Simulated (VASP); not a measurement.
Input of a VASP 6.6.1 run:

Contents of INCAR:

```
PREC = Accurate
ENCUT = 520
EDIFF = 1E-6
ISMEAR = 0
SIGMA = 0.1
LREAL = False
LASPH = True
NELM = 60
ALGO = Normal
ISIF = 2
LWAVE = False
LCHARG = False
GGA = PE
NBANDS = 25
```

The input KPOINTS:

```
regular mesh
0
Gamma
  6 6 2
```

POSCAR

```
AlTlS3
1.0
    4.7540003600      0.0000000000      0.0000000000
   -2.3770001800      4.1170850800      0.0000000000
    0.0000000000      0.0000000000      7.5018285100
Al Tl S
1 1 3
Direct
    0.6666666700      0.3333333300      0.2250700000
    0.3333333300      0.6666666700      0.7796450300
    0.0000000000      0.0000000000      0.0044930000
    0.3333333300      0.6666666700      0.3649359900
    0.6666666700      0.3333333300      0.6258559800
```

Potentials or basis: VASP PAW PBE potentials, release 64 (Al, Tl_d, S).

Command:

```console
$ cat potpaw_PBE.64/Al/POTCAR potpaw_PBE.64/Tl_d/POTCAR potpaw_PBE.64/S/POTCAR > POTCAR
$ mpirun -np 1 vasp_std > vasp.out
```

Problem. Estimate the pressure.

Solution. -9.7 GPa.

Problem. Estimate the largest force.

Solution. 1.150 eV/Å.

Problem. Estimate the band gap on the k mesh.

Solution. Zero (band 17 reaches 2.02 eV, above the bottom of band 18 at 1.58 eV).

Forces on the atoms (eV/Å):
```
Al   0.000  0.000  1.018
Tl   0.000  0.000 -0.356
S    0.000  0.000  0.722
S    0.000  0.000 -1.150
S    0.000  0.000 -0.234
```

Caveat: the k points lie up to 0.42 Å⁻¹ apart; spin-orbit coupling is left out, which moves the levels of the heavy elements; forces of over 1 eV/Å act on the atoms, so gaps and moduli don't describe the material at rest.
